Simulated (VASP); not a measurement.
# Ca (Fm-3m) in VASP: notebook

Ca is run at these levels: PBE; tasks: single point, relaxation of volume and atoms at fixed shape.

Program: VASP 6.6.1. These are calculated values, not measurements. Logs are shortened: lines on timing, memory, paths and dates and some standing lists are left out, and cuts for length are marked.

### Step 1. The cell of the first run

It takes space group Fm-3m (No. 225, cubic). The conventional cell has a = 5.525 Å, b = 5.525 Å, c = 5.525 Å, α = 90.00°, β = 90.00°, γ = 90.00°. Ca (site symmetry m-3m) has 12 Ca at 3.91 Å within 5.1 Å.

### Step 2. Single point, PBE

INCAR

```
ALGO = Normal
EDIFF = 1E-7
ENCUT = 520
GGA = PE
ISIF = 2
ISMEAR = -1
LASPH = True
LCHARG = False
LREAL = False
LWAVE = False
NBANDS = 11
NELM = 100
PREC = Accurate
SIGMA = 0.02
```

KPOINTS

```
k-points
0
Gamma
  14 14 14
```

POSCAR

```
Ca
1.0
    0.0000000000      2.7625070612      2.7625070612
    2.7625070612      0.0000000000      2.7625070612
    2.7625070612      2.7625070612      0.0000000000
Ca
1
Direct
    0.0000000000      0.0000000000      0.0000000000
```

Potentials or basis: VASP PAW PBE potentials, release 64 (Ca_sv).

Command:

```console
$ cat potpaw_PBE.64/Ca_sv/POTCAR > POTCAR
$ mpirun -np 1 vasp_std > vasp.out
```

OUTCAR:

```text
EDIFF = 1E-7
   ENCUT = 520
   GGA = PE
   ISIF = 2
   ISMEAR = -1
   LASPH = True
   LREAL = False
   NELM = 100
   PREC = Accurate

 ion  position               nearest neighbor table
   1  0.000  0.000  0.000-

  LATTYP: Found a face centered cubic cell.
 ALAT       =     5.5250141224

  Lattice vectors:

 A1 = (   0.0000000000,   2.7625070612,   2.7625070612)
 A2 = (   2.7625070612,   0.0000000000,   2.7625070612)
 A3 = (   2.7625070612,   2.7625070612,   0.0000000000)

Analysis of symmetry for initial positions (statically):
=====================================================================
 Subroutine PRICEL returns:
 Original cell was already a primitive cell.

 Routine SETGRP: Setting up the symmetry group for a
 face centered cubic supercell.

 Subroutine GETGRP returns: Found 48 space group operations
 (whereof 48 operations were pure point group operations)
 out of a pool of 48 trial point group operations.

The static configuration has the point symmetry O_h .

Analysis of symmetry for dynamics (positions and initial velocities):
=====================================================================
 Subroutine PRICEL returns:
 Original cell was already a primitive cell.

 Routine SETGRP: Setting up the symmetry group for a
 face centered cubic supercell.

 Subroutine GETGRP returns: Found 48 space group operations
 (whereof 48 operations were pure point group operations)
 out of a pool of 48 trial point group operations.

The dynamic configuration has the point symmetry O_h .

 Subroutine INISYM returns: Found 48 space group operations
 (whereof 48 operations are pure point group operations),
 and found     1 'primitive' translations

----------------------------------------------------------------------------------------

                                     Primitive cell

  volume of cell :      42.1638

  direct lattice vectors                    reciprocal lattice vectors
     0.000000000  2.762507061  2.762507061    -0.180995012  0.180995012  0.180995012
     2.762507061  0.000000000  2.762507061     0.180995012 -0.180995012  0.180995012
     2.762507061  2.762507061  0.000000000     0.180995012  0.180995012 -0.180995012

  length of vectors
     3.906774952  3.906774952  3.906774952     0.313492558  0.313492558  0.313492558

  position of ions in fractional coordinates (direct lattice)
     0.000000000  0.000000000  0.000000000

  ion indices of the primitive-cell ions
   primitive index   ion index
                 1           1

----------------------------------------------------------------------------------------

 KPOINTS: k-points

Automatic generation of k-mesh.
 Grid dimensions read from file:
 generate k-points for:   14   14   14

 Generating k-lattice:

  Cartesian coordinates                     Fractional coordinates (reciprocal lattice)
    -0.012928215  0.012928215  0.012928215     0.071428571  0.000000000  0.000000000
     0.012928215 -0.012928215  0.012928215     0.000000000  0.071428571  0.000000000
     0.012928215  0.012928215 -0.012928215     0.000000000  0.000000000  0.071428571

  Length of vectors
     0.022392326  0.022392326  0.022392326

  Shift w.r.t. Gamma in fractional coordinates (k-lattice)
     0.000000000  0.000000000  0.000000000

 Subroutine IBZKPT returns following result:
 ===========================================

 Found    104 irreducible k-points:

 Following reciprocal coordinates:
            Coordinates               Weight
  0.000000  0.000000  0.000000      1.000000
  0.071429  0.000000  0.000000      8.000000
  0.142857  0.000000  0.000000      8.000000
  0.214286  0.000000  0.000000      8.000000
  0.285714  0.000000  0.000000      8.000000
  0.357143  0.000000  0.000000      8.000000
[... 16 lines left out ...]
  0.214286  0.142857  0.000000     24.000000
  0.285714  0.142857  0.000000     24.000000
 [... further k-points ...]
   k-points           NKPTS =    104   k-points in BZ     NKDIM =    104   number of bands    NBANDS=     11
   number of dos      NEDOS =    301   number of ions     NIONS =      1
   total plane-waves  NPLWV =  27000
   dimension x,y,z NGX =    30 NGY =   30 NGZ =   30
   dimension x,y,z NGXF=    60 NGYF=   60 NGZF=   60
   ions per type =               1
   NGX,Y,Z   is equivalent  to a cutoff of  12.77, 12.77, 12.77 a.u.
   NGXF,Y,Z  is equivalent  to a cutoff of  25.53, 25.53, 25.53 a.u.
 SYSTEM =  unknown system
   PREC   = accura    normal or accurate (medium, high low for compatibility)
   ISTART =      0    job   : 0-new  1-cont  2-samecut
   ICHARG =      2    charge: 1-file 2-atom 10-const
   ISPIN  =      1    spin polarized calculation?
   LNONCOLLINEAR =      F non collinear calculations
   LSORBIT =      F    spin-orbit coupling
   LASPH  =      T    aspherical Exc in radial PAW
   ENCUT  =  520.0 eV  38.22 Ry    6.18 a.u.   7.26  7.26  7.26*2*pi/ulx,y,z
   NELM   =    100;   NELMIN=  2; NELMDL= -5     # of ELM steps
   EDIFF  = 0.1E-06   stopping-criterion for ELM
   LREAL  =      F    real-space projection
   EDIFFG = 0.1E-05   stopping-criterion for IOM
   NSW    =      0    number of steps for IOM
   IBRION =     -1    ionic relax: 0-MD 1-quasi-New 2-CG
   NFREE  =      0    steps in history (QN), initial steepest desc. (CG)
   ISIF   =      2    stress and relaxation
   ISYM   =      2    0-nonsym 1-usesym 2-fastsym
   POTIM  = 0.5000    time-step for ionic-motion
   TEBEG  =    0.0;   TEEND  =   0.0 temperature during run
   PSTRESS=    0.0 pullay stress
   NELECT =      10.0000    total number of electrons
   NUPDOWN=      -1.0000    fix difference up-down
   EMIN   =  10.00;   EMAX   =-10.00  energy-range for DOS
   EFERMI =   0.00;   METHOD = LEGACY
   ISMEAR =    -1;   SIGMA  =   0.02  broadening in eV -4-tet -1-fermi 0-gaus
   EFERMI_NEDOS =   21; number of points for ismear=-14 and -15
   IALGO  =     38    algorithm
   IMIX   =      4    mixing-type and parameters
     AMIX     =   0.40;   BMIX     =  1.00
     AMIX_MAG =   1.60;   BMIX_MAG =  1.00
  volume/ion in A,a.u.               =      42.16       284.54
  Fermi-wavevector in a.u.,A,eV,Ry     =   1.013355  1.914962 13.971653  1.026888
  Thomas-Fermi vector in A             =   2.146518
   LORBIT       =      0    0 simple, 1 ext, 2 COOP (PROOUT), +10 PAW based schemes
   GGA     = PE    functional components
[... 5 lines left out ...]
 non-spin polarized calculation
  energy-cutoff  :      520.00
  volume of cell :       42.16
 maximum number of plane-waves:      1158
 NGX is ok and might be reduce to    30
   NGX = 15   NGY = 15   NGZ = 15

 number of electron      10.0000001 magnetization

 Free energy of the ion-electron system (eV)
  ---------------------------------------------------
  ext. energy  EPLUGINS =         0.00000000
  ---------------------------------------------------
  free energy    TOTEN  =        -1.93051756 eV

  energy without entropy =       -1.92838687  energy(sigma->0) =       -1.92945221

 E-fermi :   1.9458     XC(G=0):  -7.7387

 val. band max:        1.9421575971   @ k =  -0.4286   0.2143   0.0714
 cond. band min:       1.9855145821   @ k =  -0.3571   0.3571   0.0000
 fundamental gap:      0.0433569851
 Fermi energy:         1.9457640209

 k-point     1 :       0.0000    0.0000    0.0000
  band No.  band energies     occupation
      1     -40.0550      2.00000
      2     -20.9717      2.00000
      3     -20.9717      2.00000
      4     -20.9717      2.00000
      5      -2.0642      2.00000
      6       4.3002      0.00000
      7       4.3002      0.00000
      8       4.3002      0.00000
      9       5.3706      0.00000
     10       5.3706      0.00000
     11      11.0853      0.00000

 k-point     2 :       0.0714    0.0000    0.0000
  band No.  band energies     occupation
      1     -40.0543      2.00000
      2     -20.9787      2.00000
      3     -20.9726      2.00000
      4     -20.9726      2.00000
      5      -1.9767      2.00000
      6       4.2052      0.00000
      7       4.3339      0.00000
      8       4.3339      0.00000
      9       5.3410      0.00000
     10       5.3410      0.00000
     11      11.1925      0.00000

 k-point     3 :       0.1429    0.0000    0.0000
  band No.  band energies     occupation
      1     -40.0524      2.00000
      2     -20.9982      2.00000
      3     -20.9753      2.00000
      4     -20.9753      2.00000
      5      -1.7186      2.00000
      6       3.9484      0.00000
      7       4.4106      0.00000
      8       4.4106      0.00000
      9       5.2875      0.00000
     10       5.2875      0.00000
     11      11.0239      0.00000

 k-point     4 :       0.2143    0.0000    0.0000
  band No.  band energies     occupation
      1     -40.0497      2.00000
      2     -21.0261      2.00000
      3     -20.9792      2.00000
      4     -20.9792      2.00000
      5      -1.3033      2.00000
      6       3.5865      0.00000
      7       4.4515      0.00000
      8       4.4515      0.00000
      9       5.3114      0.00000
     10       5.3114      0.00000
     11       9.9089      0.00000
[... 239 lines left out ...]
 k-point    22 :       0.1429    0.1429    0.0000
  band No.  band energies     occupation
      1     -40.0516      2.00000
      2     -20.9974      2.00000
      3     -20.9813      2.00000
      4     -20.9813      2.00000
      5      -1.6049      2.00000
      6       3.8674      0.00000
      7       4.4864      0.00000
      8       4.4864      0.00000
      9       4.9242      0.00000
     10       5.4889      0.00000
     11      11.6177      0.00000

 k-point    23 :       0.2143    0.1429    0.0000
  band No.  band energies     occupation
      1     -40.0495      2.00000
      2     -21.0155      2.00000
      3     -20.9861      2.00000
      4     -20.9849      2.00000
      5      -1.3004      2.00000
      6       3.6369      0.00000
      7       4.4943      0.00000
      8       4.5784      0.00000
      9       4.8282      0.00000
     10       5.5497      0.00000
     11      10.8808      0.00000

 k-point    24 :       0.2857    0.1429    0.0000
  band No.  band energies     occupation
      1     -40.0469      2.00000
      2     -21.0406      2.00000
      3     -20.9908      2.00000
      4     -20.9893      2.00000
      5      -0.8490      2.00000
      6       3.3382      0.00000
      7       4.2684      0.00000
      8       4.6130      0.00000
      9       5.0463      0.00000
     10       5.6708      0.00000
     11       9.6803      0.00000

 [... further k-points ...]
[... 5 lines left out ...]
  --------------------------------------------------------------------------------------
  -------------------------------------------------------------------------------------
  Total        0.0060149      0.0060149      0.0060149      0.0000000     -0.0000000      0.0000000
  in kB        0.2285607      0.2285607      0.2285607      0.0000000     -0.0000000      0.0000000
  external PRESSURE =       0.2285607 kB  Pullay stress =       0.0000000 kB

 VOLUME and BASIS-vectors are now :
 -----------------------------------------------------------------------------
  energy-cutoff  :      520.00
  volume of cell :       42.16
      direct lattice vectors                 reciprocal lattice vectors
     0.000000000  2.762507061  2.762507061    -0.180995012  0.180995012  0.180995012
     2.762507061  0.000000000  2.762507061     0.180995012 -0.180995012  0.180995012
     2.762507061  2.762507061  0.000000000     0.180995012  0.180995012 -0.180995012

 POSITION                                       TOTAL-FORCE (eV/Angst)
 -----------------------------------------------------------------------------------
      0.00000      0.00000      0.00000         0.000000      0.000000      0.000000
 -----------------------------------------------------------------------------------
    total drift:                               -0.000000     -0.000000      0.000000

  FREE ENERGIE OF THE ION-ELECTRON SYSTEM (eV)
  ---------------------------------------------------
  free  energy   TOTEN  =        -1.9305175582 eV

  energy  without entropy=       -1.9283868666  energy(sigma->0) =       -1.92945221
```

Run time: 37 s. Hardware: 1 thread of Intel Xeon Platinum 8488C (Sapphire Rapids), shared host; peak memory 0.19 GiB.

What came out:

```
Free energy            : -1.9305 eV
Pressure               : 0.0 GPa
Band gap on the k mesh : zero (band 5 reaches 2.11 eV, above the bottom of band 6 at 1.80 eV)
```

Levels at points of the mesh, in eV from the Fermi level:
```
           k point  band 1  band 2  band 3  band 4  band 5  band 6  band 7  band 8  band 9  band 10
(0.00, 0.00, 0.00)  -42.00  -22.92  -22.92  -22.92   -4.01    2.35    2.35    2.35    3.42     3.42
(0.50, 0.00, 0.00)  -41.99  -23.06  -22.94  -22.94   -0.97   -0.14    2.24    2.24    4.11     4.11
(0.50, 0.50, 0.00)  -41.98  -23.05  -22.97  -22.97   -0.44    0.59    0.99    4.10    4.29     4.29
```

### Step 3. Relaxation of volume and atoms at fixed shape, PBE

This run uses another cell than the first one, of 43.63 Å³/atom, 1.035 times its volume.

INCAR

```
SYSTEM = Ca
PREC     = Accurate       ! precision mode
ENCUT    = 600            ! plane-wave cutoff, eV
EDIFF    = 1E-7           ! SCF threshold, eV
ISMEAR   = -1             ! smearing method
SIGMA    = 0.02           ! smearing width, eV
LREAL    = .False.        ! projectors in reciprocal space
LASPH    = .True.         ! aspherical terms in the spheres
NELM     = 80             ! most SCF steps
ALGO     = Normal         ! electronic algorithm
ISIF     = 8              ! what is computed and relaxed
LWAVE    = .False.        ! write WAVECAR
LCHARG   = .False.        ! write CHGCAR
GGA      = PE             ! functional
IBRION   = 2              ! ionic algorithm
NSW      = 80             ! ionic steps
EDIFFG   = -0.01          ! ionic threshold
```

KPOINTS

```
Automatic mesh
0
Gamma
  14 14 14
  0 0 0
```

POSCAR

```
Ca
1.0
    0.0000000000      2.7942000000      2.7942000000
    2.7942000000      0.0000000000      2.7942000000
    2.7942000000      2.7942000000      0.0000000000
Ca
1
Direct
    0.0000000000      0.0000000000      0.0000000000
```

Potentials or basis: VASP PAW PBE potentials, release 64 (Ca_sv).

Command:

```console
$ cat potpaw_PBE.64/Ca_sv/POTCAR > POTCAR
$ mpirun -np 1 vasp_std > vasp.out
```

It took 61 s on 1 thread of Intel Xeon Platinum 8488C (Sapphire Rapids), shared host; peak memory 0.22 GiB.

Results (log left out):

* Free energy: -1.9306 eV
* Relaxed volume: 42.28 Å³/atom
* Relaxed cell: a = 3.911 Å, b = 3.911 Å, c = 3.911 Å, α = 60.00°, β = 60.00°, γ = 60.00°
* Space group after relaxing (to 0.05 Å): Fm-3m (No. 225)
* Energy gained by relaxing: 2.2 meV/atom
* Ionic steps: 3
* Pressure after relaxing: 0.0 GPa
* Band gap on the k mesh: zero (band 5 reaches 2.10 eV, above the bottom of band 6 at 1.79 eV)

The path:
| step | energy change (eV) | largest force (eV/Å) | pressure (GPa) | volume (Å³) |
| --- | --- | --- | --- | --- |
| 1 | 0.0000 | 0.0000 | -0.52 | 43.63 |
| 2 | -0.0020 | 0.0000 | -0.19 | 42.75 |
| 3 | -0.0022 | 0.0000 | -0.01 | 42.28 |

Final structure:
```
Ca
1.0
     0.00000    2.76515    2.76515
     2.76515    0.00000    2.76515
     2.76515    2.76515    0.00000
Ca
1
Cartesian
  0.0000 0.0000 0.0000
```

Levels at points of the mesh, in eV from the Fermi level:
```csv
k point,band 1,band 2,band 3,band 4,band 5,band 6,band 7,band 8,band 9
"(0.00, 0.00, 0.00)",-42.01,-22.93,-22.93,-22.93,-4.00,2.35,2.35,2.35,3.42
"(0.50, 0.00, 0.00)",-41.99,-23.06,-22.94,-22.94,-0.97,-0.15,2.24,2.24,4.10
"(0.50, 0.50, 0.00)",-41.99,-23.05,-22.98,-22.98,-0.44,0.59,0.98,4.09,4.28
```
